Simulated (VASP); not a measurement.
# TiAl: single point with LDA

TiAl:

```
Ti Al
1.0
     3.01800    0.00000    0.00000
     0.00000    3.01800    0.00000
     0.00000    0.00000    3.01800
Ti Al
1 1
Direct
  0.50000 0.50000 0.50000
  0.00000 0.00000 0.00000
```

```
Program             : VASP 6.6.1
Task                : single point
Functional          : LDA
Potentials or basis : VASP PAW LDA potentials, release 64 (Ti_sv, Al)
Cutoff              : 520 eV
k mesh              : 8 × 8 × 8
Occupations         : gaussian, width 0.05 eV
Spin                : no spin polarisation
```

| Property | Result |
| --- | --- |
| Pressure | 16.1 GPa |

Levels at points of the mesh, in eV from the Fermi level:
| k point | band 5 | band 6 | band 7 | band 8 | band 9 | band 10 |
| --- | --- | --- | --- | --- | --- | --- |
| (0.00, 0.00, 0.00) | -9.88 | -1.83 | -1.83 | 2.12 | 2.12 | 2.12 |
| (0.50, 0.00, 0.00) | -6.14 | -5.58 | -0.73 | 0.14 | 0.14 | 2.39 |
| (0.50, 0.50, 0.00) | -5.47 | -2.02 | -2.02 | -1.65 | 0.73 | 0.73 |
| (0.50, 0.50, 0.50) | -3.60 | -3.60 | -3.60 | 1.53 | 3.44 | 3.44 |

Wall time 21 s on 1 thread of AMD EPYC 7R13, on a shared host, peak memory 0.1 GiB.
